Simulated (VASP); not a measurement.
# ZrH2 (Fm-3m) in VASP: further runs

ZrH2 is run at these levels: LDA; tasks: single point.

Program: VASP 6.6.1. These are calculated values, not measurements. Logs are shortened: lines on timing, memory, paths and dates and some standing lists are left out, and cuts for length are marked.

## Step 1: The cell of the first run

The structure is cubic, space group Fm-3m (No. 225). Conventional cell: a = 4.818 Å, b = 4.818 Å, c = 4.818 Å, α = 90.00°, β = 90.00°, γ = 90.00°. Within 2.8 Å of Zr (site symmetry m-3m) lie 8 H at 2.09 Å. H (site symmetry -43m) has 4 Zr at 2.09 Å and 6 H at 2.41 Å within 2.8 Å.

## Step 2: Single point, LDA

INCAR

```
ALGO = Normal ; EDIFF = 1E-6
ENCUT = 520 ; GGA = CA
ISIF = 2 ; ISMEAR = -1
LASPH = True ; LCHARG = True
LELF = True ; LREAL = False
LVHAR = True ; LWAVE = False
NBANDS = 14 ; NELM = 60
PREC = Accurate ; SIGMA = 0.1
```

KPOINTS

```
k-points
0
Gamma
  10 10 10
```

POSCAR

```
ZrH2
1.0
    0.0000000000      2.4092250000      2.4092250000
    2.4092250000      0.0000000000      2.4092250000
    2.4092250000      2.4092250000      0.0000000000
Zr H
1 2
Direct
    0.0000000000      0.0000000000      0.0000000000
    0.7500000000      0.7500000000      0.7500000000
    0.2500000000      0.2500000000      0.2500000000
```

Potentials or basis: VASP PAW LDA potentials, release 64 (Zr_sv, H).

Command:

```console
$ cat potpaw_LDA.64/Zr_sv/POTCAR potpaw_LDA.64/H/POTCAR > POTCAR
$ mpirun -np 1 vasp_std > vasp.out
```

OUTCAR:

```text
EDIFF = 1E-6
   ENCUT = 520
   GGA = CA
   ISIF = 2
   ISMEAR = -1
   LASPH = True
   LREAL = False
   NELM = 60
   PREC = Accurate

 ion  position               nearest neighbor table
   1  0.000  0.000  0.000-   2 2.09   2 2.09   2 2.09   2 2.09   3 2.09   3 2.09   3 2.09   3 2.09

   2  0.750  0.750  0.750-   1 2.09   1 2.09   1 2.09   1 2.09
   3  0.250  0.250  0.250-   1 2.09   1 2.09   1 2.09   1 2.09

  LATTYP: Found a face centered cubic cell.
 ALAT       =     4.8184500000

  Lattice vectors:

 A1 = (   0.0000000000,   2.4092250000,   2.4092250000)
 A2 = (   2.4092250000,   0.0000000000,   2.4092250000)
 A3 = (   2.4092250000,   2.4092250000,   0.0000000000)

Analysis of symmetry for initial positions (statically):
=====================================================================
 Subroutine PRICEL returns:
 Original cell was already a primitive cell.

 Routine SETGRP: Setting up the symmetry group for a
 face centered cubic supercell.

 Subroutine GETGRP returns: Found 48 space group operations
 (whereof 48 operations were pure point group operations)
 out of a pool of 48 trial point group operations.

The static configuration has the point symmetry O_h .

Analysis of symmetry for dynamics (positions and initial velocities):
=====================================================================
 Subroutine PRICEL returns:
 Original cell was already a primitive cell.

 Routine SETGRP: Setting up the symmetry group for a
 face centered cubic supercell.

 Subroutine GETGRP returns: Found 48 space group operations
 (whereof 48 operations were pure point group operations)
 out of a pool of 48 trial point group operations.

The dynamic configuration has the point symmetry O_h .

 Subroutine INISYM returns: Found 48 space group operations
 (whereof 48 operations are pure point group operations),
 and found     1 'primitive' translations

----------------------------------------------------------------------------------------

                                     Primitive cell

  volume of cell :      27.9680

  direct lattice vectors                    reciprocal lattice vectors
     0.000000000  2.409225000  2.409225000    -0.207535618  0.207535618  0.207535618
     2.409225000  0.000000000  2.409225000     0.207535618 -0.207535618  0.207535618
     2.409225000  2.409225000  0.000000000     0.207535618  0.207535618 -0.207535618

  length of vectors
     3.407158670  3.407158670  3.407158670     0.359462235  0.359462235  0.359462235

  position of ions in fractional coordinates (direct lattice)
     0.000000000  0.000000000  0.000000000
     0.750000000  0.750000000  0.750000000
     0.250000000  0.250000000  0.250000000

  ion indices of the primitive-cell ions
   primitive index   ion index
                 1           1
                 2           2
                 3           3

----------------------------------------------------------------------------------------

 KPOINTS: k-points

Automatic generation of k-mesh.
 Grid dimensions read from file:
 generate k-points for:   10   10   10

 Generating k-lattice:

  Cartesian coordinates                     Fractional coordinates (reciprocal lattice)
    -0.020753562  0.020753562  0.020753562     0.100000000  0.000000000  0.000000000
     0.020753562 -0.020753562  0.020753562     0.000000000  0.100000000  0.000000000
     0.020753562  0.020753562 -0.020753562     0.000000000  0.000000000  0.100000000

  Length of vectors
     0.035946224  0.035946224  0.035946224

  Shift w.r.t. Gamma in fractional coordinates (k-lattice)
     0.000000000  0.000000000  0.000000000

 Subroutine IBZKPT returns following result:
 ===========================================

 Found     47 irreducible k-points:

 Following reciprocal coordinates:
            Coordinates               Weight
  0.000000  0.000000  0.000000      1.000000
  0.100000  0.000000  0.000000      8.000000
  0.200000  0.000000  0.000000      8.000000
  0.300000  0.000000  0.000000      8.000000
  0.400000  0.000000  0.000000      8.000000
  0.500000  0.000000  0.000000      4.000000
[... 16 lines left out ...]
  0.300000  0.300000  0.000000      6.000000
  0.400000  0.300000  0.000000     24.000000
 [... further k-points ...]
   k-points           NKPTS =     47   k-points in BZ     NKDIM =     47   number of bands    NBANDS=     14
   number of dos      NEDOS =    301   number of ions     NIONS =      3
   total plane-waves  NPLWV =  21952
   dimension x,y,z NGX =    28 NGY =   28 NGZ =   28
   dimension x,y,z NGXF=    56 NGYF=   56 NGZF=   56
   ions per type =               1   2
   NGX,Y,Z   is equivalent  to a cutoff of  13.66, 13.66, 13.66 a.u.
   NGXF,Y,Z  is equivalent  to a cutoff of  27.32, 27.32, 27.32 a.u.
 SYSTEM =  unknown system
   PREC   = accura    normal or accurate (medium, high low for compatibility)
   ISTART =      0    job   : 0-new  1-cont  2-samecut
   ICHARG =      2    charge: 1-file 2-atom 10-const
   ISPIN  =      1    spin polarized calculation?
   LNONCOLLINEAR =      F non collinear calculations
   LSORBIT =      F    spin-orbit coupling
   LASPH  =      T    aspherical Exc in radial PAW
   ENCUT  =  520.0 eV  38.22 Ry    6.18 a.u.   6.34  6.34  6.34*2*pi/ulx,y,z
   NELM   =     60;   NELMIN=  2; NELMDL= -5     # of ELM steps
   EDIFF  = 0.1E-05   stopping-criterion for ELM
   LREAL  =      F    real-space projection
   EDIFFG = 0.1E-04   stopping-criterion for IOM
   NSW    =      0    number of steps for IOM
   IBRION =     -1    ionic relax: 0-MD 1-quasi-New 2-CG
   NFREE  =      0    steps in history (QN), initial steepest desc. (CG)
   ISIF   =      2    stress and relaxation
   ISYM   =      2    0-nonsym 1-usesym 2-fastsym
   POTIM  = 0.5000    time-step for ionic-motion
   TEBEG  =    0.0;   TEEND  =   0.0 temperature during run
   PSTRESS=    0.0 pullay stress
   NELECT =      14.0000    total number of electrons
   NUPDOWN=      -1.0000    fix difference up-down
   EMIN   =  10.00;   EMAX   =-10.00  energy-range for DOS
   EFERMI =   0.00;   METHOD = LEGACY
   ISMEAR =    -1;   SIGMA  =   0.10  broadening in eV -4-tet -1-fermi 0-gaus
   EFERMI_NEDOS =   21; number of points for ismear=-14 and -15
   IALGO  =     38    algorithm
   IMIX   =      4    mixing-type and parameters
     AMIX     =   0.40;   BMIX     =  1.00
     AMIX_MAG =   1.60;   BMIX_MAG =  1.00
  volume/ion in A,a.u.               =       9.32        62.91
  Fermi-wavevector in a.u.,A,eV,Ry     =   1.299861  2.456381 22.988919  1.689638
  Thomas-Fermi vector in A             =   2.431097
   LORBIT       =      0    0 simple, 1 ext, 2 COOP (PROOUT), +10 PAW based schemes
   GGA     = CA    functional components
   LHFCALC =     F    Hartree Fock is set to
   AEXX    =    0.0000 exact exchange contribution
   IVDW    =     0    specifies the selected vdW correction
   LEPSILON=     F    determine dielectric tensor
   LRPA    =     F    only Hartree local field effects (RPA)
 non-spin polarized calculation
  energy-cutoff  :      520.00
  volume of cell :       27.97
 maximum number of plane-waves:       764
 NGX is ok and might be reduce to    28
   NGX = 13   NGY = 13   NGZ = 13

 number of electron      14.0000000 magnetization

 Free energy of the ion-electron system (eV)
  ---------------------------------------------------
  ext. energy  EPLUGINS =         0.00000000
  ---------------------------------------------------
  free energy    TOTEN  =       -18.27900389 eV

  energy without entropy =      -18.23564184  energy(sigma->0) =      -18.25732286

 E-fermi :   8.1664     XC(G=0): -11.3558

 val. band max:        8.1245912335   @ k =  -0.2000   0.1000   0.0000
 cond. band min:       8.1668971055   @ k =  -0.1000   0.1000   0.0000
 fundamental gap:      0.0423058720
 Fermi energy:         8.1664033747

 k-point     1 :       0.0000    0.0000    0.0000
  band No.  band energies     occupation
      1     -40.7845      2.00000
      2     -18.6905      2.00000
      3     -18.6905      2.00000
      4     -18.6905      2.00000
      5      -1.3441      2.00000
      6       7.0002      1.99998
      7       7.8361      1.92906
      8       7.8361      1.92906
      9       7.8361      1.92906
     10      10.4083      0.00000
     11      10.4083      0.00000
     12      19.1832      0.00000
     13      20.4341      0.00000
     14      20.4341      0.00000

 k-point     2 :       0.1000    0.0000    0.0000
  band No.  band energies     occupation
      1     -40.7772      2.00000
      2     -18.7572      2.00000
      3     -18.6984      2.00000
      4     -18.6984      2.00000
      5      -1.0983      2.00000
      6       5.6428      2.00000
      7       7.9621      1.77052
      8       7.9621      1.77052
      9       9.4960      0.00000
     10      10.2927      0.00000
     11      10.2927      0.00000
     12      17.7160      0.00000
     13      20.9535      0.00000
     14      20.9535      0.00000

 k-point     3 :       0.2000    0.0000    0.0000
  band No.  band energies     occupation
      1     -40.7579      2.00000
      2     -18.9280      2.00000
      3     -18.7190      2.00000
      4     -18.7190      2.00000
      5      -0.4468      2.00000
      6       4.3674      2.00000
      7       8.1975      0.84595
      8       8.1975      0.84595
      9      10.1948      0.00000
     10      10.1948      0.00000
     11      11.5458      0.00000
     12      16.3615      0.00000
     13      21.1505      0.00000
     14      22.3428      0.00000
[... 324 lines left out ...]
 k-point    23 :       0.3000    0.3000    0.0000
  band No.  band energies     occupation
      1     -40.7173      2.00000
      2     -19.1280      2.00000
      3     -18.8336      2.00000
      4     -18.8336      2.00000
      5       1.2573      2.00000
      6       2.6473      2.00000
      7       7.1073      1.99995
      8       9.6979      0.00000
      9       9.6979      0.00000
     10      11.3365      0.00000
     11      15.0316      0.00000
     12      17.4754      0.00000
     13      18.5554      0.00000
     14      18.5554      0.00000

 k-point    24 :       0.4000    0.3000    0.0000
  band No.  band energies     occupation
      1     -40.7019      2.00000
      2     -19.2139      2.00000
      3     -18.8812      2.00000
      4     -18.8580      2.00000
      5       1.9859      2.00000
      6       2.3324      2.00000
      7       6.4125      2.00000
      8      10.0209      0.00000
      9      10.5483      0.00000
     10      11.7256      0.00000
     11      15.8369      0.00000
     12      16.7395      0.00000
     13      17.5134      0.00000
     14      17.5266      0.00000

 [... further k-points ...]
[... 5 lines left out ...]
  --------------------------------------------------------------------------------------
  -------------------------------------------------------------------------------------
  Total       -1.1745358     -1.1745358     -1.1745358      0.0000000     -0.0000000     -0.0000000
  in kB      -67.2844558    -67.2844558    -67.2844558      0.0000000     -0.0000000     -0.0000000
  external PRESSURE =     -67.2844558 kB  Pullay stress =       0.0000000 kB

 VOLUME and BASIS-vectors are now :
 -----------------------------------------------------------------------------
  energy-cutoff  :      520.00
  volume of cell :       27.97
      direct lattice vectors                 reciprocal lattice vectors
     0.000000000  2.409225000  2.409225000    -0.207535618  0.207535618  0.207535618
     2.409225000  0.000000000  2.409225000     0.207535618 -0.207535618  0.207535618
     2.409225000  2.409225000  0.000000000     0.207535618  0.207535618 -0.207535618

 POSITION                                       TOTAL-FORCE (eV/Angst)
 -----------------------------------------------------------------------------------
      0.00000      0.00000      0.00000         0.000000      0.000000      0.000000
      3.61384      3.61384      3.61384        -0.000000     -0.000000     -0.000000
      1.20461      1.20461      1.20461         0.000000     -0.000000     -0.000000
 -----------------------------------------------------------------------------------
    total drift:                               -0.000000     -0.000000      0.000000

  FREE ENERGIE OF THE ION-ELECTRON SYSTEM (eV)
  ---------------------------------------------------
  free  energy   TOTEN  =       -18.2790038871 eV

  energy  without entropy=      -18.2356418414  energy(sigma->0) =      -18.25732286
```

Run time: 40 s. Hardware: 1 thread of Intel Xeon 6975P-C, shared host; peak memory 0.15 GiB.

What came out:

```yaml
Free_energy: -18.2790 eV
Pressure: -6.7 GPa
Band_gap_on_the_k_mesh: zero (band 7 reaches 8.64 eV, above the bottom of band 8 at 7.84 eV)
```

## Step 3: Single point, LDA

This run uses another cell than the first one, of 9.70 Å³/atom, 1.040 times its volume.

INCAR

```
ALGO = Normal
EDIFF = 1E-7
ENCUT = 520
ISIF = 2
ISMEAR = -1
LASPH = True
LCHARG = False
LREAL = False
LWAVE = False
NBANDS = 14
NELM = 100
PREC = Accurate
SIGMA = 0.1
```

KPOINTS is that of step 2.

POSCAR

```
ZrH2
1.0
    0.0000000000      2.4409289647      2.4409289647
    2.4409289647      0.0000000000      2.4409289647
    2.4409289647      2.4409289647      0.0000000000
Zr H
1 2
Direct
    0.0000000000      0.0000000000      0.0000000000
    0.7500000000      0.7500000000      0.7500000000
    0.2500000000      0.2500000000      0.2500000000
```

Potentials or basis: VASP PAW LDA potentials, release 64 (Zr_sv, H).

Command:

```console
$ cat potpaw_LDA.64/Zr_sv/POTCAR potpaw_LDA.64/H/POTCAR > POTCAR
$ mpirun -np 1 vasp_std > vasp.out
```

OUTCAR:

```text
EDIFF = 1E-7
   ENCUT = 520
   ISIF = 2
   ISMEAR = -1
   LASPH = True
   LREAL = False
   NELM = 100
   PREC = Accurate

 ion  position               nearest neighbor table
   1  0.000  0.000  0.000-   2 2.11   2 2.11   2 2.11   3 2.11   3 2.11   3 2.11   2 2.11   3 2.11

   2  0.750  0.750  0.750-   1 2.11   1 2.11   1 2.11   1 2.11
   3  0.250  0.250  0.250-   1 2.11   1 2.11   1 2.11   1 2.11

  LATTYP: Found a face centered cubic cell.
 ALAT       =     4.8818579294

  Lattice vectors:

 A1 = (   0.0000000000,   2.4409289647,   2.4409289647)
 A2 = (   2.4409289647,   0.0000000000,   2.4409289647)
 A3 = (   2.4409289647,   2.4409289647,   0.0000000000)

Analysis of symmetry for initial positions (statically):
=====================================================================
 Subroutine PRICEL returns:
 Original cell was already a primitive cell.

 Routine SETGRP: Setting up the symmetry group for a
 face centered cubic supercell.

 Subroutine GETGRP returns: Found 48 space group operations
 (whereof 48 operations were pure point group operations)
 out of a pool of 48 trial point group operations.

The static configuration has the point symmetry O_h .

Analysis of symmetry for dynamics (positions and initial velocities):
=====================================================================
 Subroutine PRICEL returns:
 Original cell was already a primitive cell.

 Routine SETGRP: Setting up the symmetry group for a
 face centered cubic supercell.

 Subroutine GETGRP returns: Found 48 space group operations
 (whereof 48 operations were pure point group operations)
 out of a pool of 48 trial point group operations.

The dynamic configuration has the point symmetry O_h .

 Subroutine INISYM returns: Found 48 space group operations
 (whereof 48 operations are pure point group operations),
 and found     1 'primitive' translations

----------------------------------------------------------------------------------------

                                     Primitive cell
[... 118 lines left out ...]
   GGA     = CA    functional components
   LHFCALC =     F    Hartree Fock is set to
   AEXX    =    0.0000 exact exchange contribution
   IVDW    =     0    specifies the selected vdW correction
   LEPSILON=     F    determine dielectric tensor
   LRPA    =     F    only Hartree local field effects (RPA)
 non-spin polarized calculation
  energy-cutoff  :      520.00
  volume of cell :       29.09
 maximum number of plane-waves:       801
 NGX is ok and might be reduce to    28
   NGX = 13   NGY = 13   NGZ = 13

 number of electron      14.0000001 magnetization

 Free energy of the ion-electron system (eV)
  ---------------------------------------------------
  ext. energy  EPLUGINS =         0.00000000
  ---------------------------------------------------
  free energy    TOTEN  =       -18.21765832 eV

  energy without entropy =      -18.17278179  energy(sigma->0) =      -18.19522005

 E-fermi :   7.7732     XC(G=0): -11.1821

 val. band max:        7.7716306642   @ k =  -0.1000   0.1000   0.0000
 cond. band min:       7.8005162967   @ k =   0.5000   0.1000   0.0000
 fundamental gap:      0.0288856326
 Fermi energy:         7.7731790295

 k-point     1 :       0.0000    0.0000    0.0000
  band No.  band energies     occupation
      1     -41.2699      2.00000
      2     -19.1999      2.00000
      3     -19.1999      2.00000
      4     -19.1999      2.00000
      5      -1.5733      2.00000
      6       6.6267      1.99998
      7       7.4551      1.92018
      8       7.4551      1.92018
      9       7.4551      1.92018
     10       9.9012      0.00000
     11       9.9012      0.00000
     12      18.5443      0.00000
     13      19.8494      0.00000
     14      19.8494      0.00000
[... 377 lines left out ...]
      1     -41.2009      2.00000
      2     -19.6544      2.00000
      3     -19.3665      2.00000
      4     -19.3466      2.00000
      5       1.6480      2.00000
      6       2.0919      2.00000
      7       6.0973      2.00000
      8       9.5340      0.00000
      9      10.0313      0.00000
     10      11.1447      0.00000
     11      15.0932      0.00000
     12      15.9818      0.00000
     13      16.7788      0.00000
     14      16.7899      0.00000

 [... further k-points ...]
[... 5 lines left out ...]
  --------------------------------------------------------------------------------------
  -------------------------------------------------------------------------------------
  Total       -2.0163331     -2.0163331     -2.0163331      0.0000000      0.0000000      0.0000000
  in kB     -111.0650569   -111.0650569   -111.0650569      0.0000000      0.0000000      0.0000000
  external PRESSURE =    -111.0650569 kB  Pullay stress =       0.0000000 kB

 VOLUME and BASIS-vectors are now :
 -----------------------------------------------------------------------------
  energy-cutoff  :      520.00
  volume of cell :       29.09
      direct lattice vectors                 reciprocal lattice vectors
     0.000000000  2.440928965  2.440928965    -0.204840045  0.204840045  0.204840045
     2.440928965  0.000000000  2.440928965     0.204840045 -0.204840045  0.204840045
     2.440928965  2.440928965  0.000000000     0.204840045  0.204840045 -0.204840045

 POSITION                                       TOTAL-FORCE (eV/Angst)
 -----------------------------------------------------------------------------------
      0.00000      0.00000      0.00000         0.000000      0.000000      0.000000
      3.66139      3.66139      3.66139         0.000000      0.000000      0.000000
      1.22046      1.22046      1.22046        -0.000000     -0.000000     -0.000000
 -----------------------------------------------------------------------------------
    total drift:                               -0.000000     -0.000000      0.000000

  FREE ENERGIE OF THE ION-ELECTRON SYSTEM (eV)
  ---------------------------------------------------
  free  energy   TOTEN  =       -18.2176583184 eV

  energy  without entropy=      -18.1727817901  energy(sigma->0) =      -18.19522005
```

stdout:

```text
POSCAR found type information on POSCAR ZrH
 POSCAR found :  2 types and       3 ions
 scaLAPACK will be used
 LDA part: xc-table for (Slater(with rela. corr.)+CA(PZ))
 , standard interpolation
 POSCAR, INCAR and KPOINTS ok, starting setup
 FFT: planning ... GRIDC
 FFT: planning ... GRID_SOFT
 FFT: planning ... GRID
 WAVECAR not read
 entering main loop
```

Wall time 43 s (1 thread of Intel Xeon 6975P-C, shared host); peak memory 0.15 GiB.

What came out:

- Free energy: -18.2177 eV
- Pressure: -11.1 GPa
- Band gap on the k mesh: zero (band 7 reaches 8.23 eV, above the bottom of band 8 at 7.46 eV)
